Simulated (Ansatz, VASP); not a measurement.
FePt in VASP and in Ansatz

The input INCAR:

```
SYSTEM = FePt
ALGO     = Normal         ! electronic algorithm
EDIFF    = 1E-6           ! SCF threshold, eV
ENCUT    = 520            ! plane-wave cutoff, eV
GGA      = PE             ! functional
ISIF     = 2              ! what is computed and relaxed
ISMEAR   = -1             ! smearing method
ISPIN    = 2              ! spin polarisation
LASPH    = .True.         ! aspherical terms in the spheres
LCHARG   = .False.        ! write CHGCAR
LMAXMIX  = 4              ! l up to which the mixer works
LORBIT   = 11             ! projections on sites
LREAL    = .False.        ! projectors in reciprocal space
LWAVE    = .False.        ! write WAVECAR
MAGMOM   = 3 0            ! initial moments
NBANDS   = 20             ! bands
NELM     = 150            ! most SCF steps
PREC     = Accurate       ! precision mode
SIGMA    = 0.05           ! smearing width, eV
```

The input KPOINTS:

```
k-points
0
Gamma
  12 12 9
  0 0 0
```

The input POSCAR:

```
FePt
1.0
    2.6665670799      0.0000000000      0.0000000000
    0.0000000000      2.6665670799      0.0000000000
    0.0000000000      0.0000000000      3.6251111246
Fe Pt
1 1
Direct
    0.5000000000      0.5000000000      0.5000000000
    0.0000000000      0.0000000000      0.0000000000
```

Input for Ansatz:

```yaml
crystal:
  lattice:
    - [2.6665670799, 0.0, 0.0]
    - [0.0, 2.6665670799, 0.0]
    - [0.0, 0.0, 3.6251111246]
  atoms:
    - { symbol: Fe, position: [0.5, 0.5, 0.5], spin: 3.0 }
    - { symbol: Pt, position: [0.0, 0.0, 0.0] }
magnetization:
  spin_polarized: true
kpoints:
  mp_grid: { grid: [12, 12, 9] }
scf:
  occupations: { method: fermi_dirac, width: 0.05 }
hamiltonian:
  xc: pbe
  pseudopotentials: { kind: all_electron, lapw: { basis_error: 0.001 } }
output:
  forces: true
  stress: true
  eigenvalues: true
```

Change from the starting cell: volume scaled by 0.9405.

Alike in both runs: task single point; functional PBE; k mesh 12 × 12 × 9; occupations fermi-dirac, width 0.05 eV; collinear spin.

|  | VASP | Ansatz |
| --- | --- | --- |
| version | VASP 6.6.1 | Ansatz 0.2.0 |
| potentials or method | VASP PAW PBE potentials, release 64 (Fe, Pt), cutoff 520 eV | all-electron LAPW, scalar-relativistic |

|  | VASP | Ansatz | Ansatz less VASP |
| --- | --- | --- | --- |
| pressure (GPa) | 20.7 | 21.2 | +0.50 |
| traceless stress, the component that is largest in VASP (GPa) | 1.63 | 1.60 | -0.027 |
| net moment per atom (μB) | 1.59 | 1.59 | +0.003 |
| size of the moment on the site where the two differ most (μB) | 0.33 | 0.38 | +0.051 |

Site moments also hang on the region over which each program counts them. Ansatz ran all-electron here, and VASP with PAW potentials.

Neither program's run includes spin-orbit coupling.
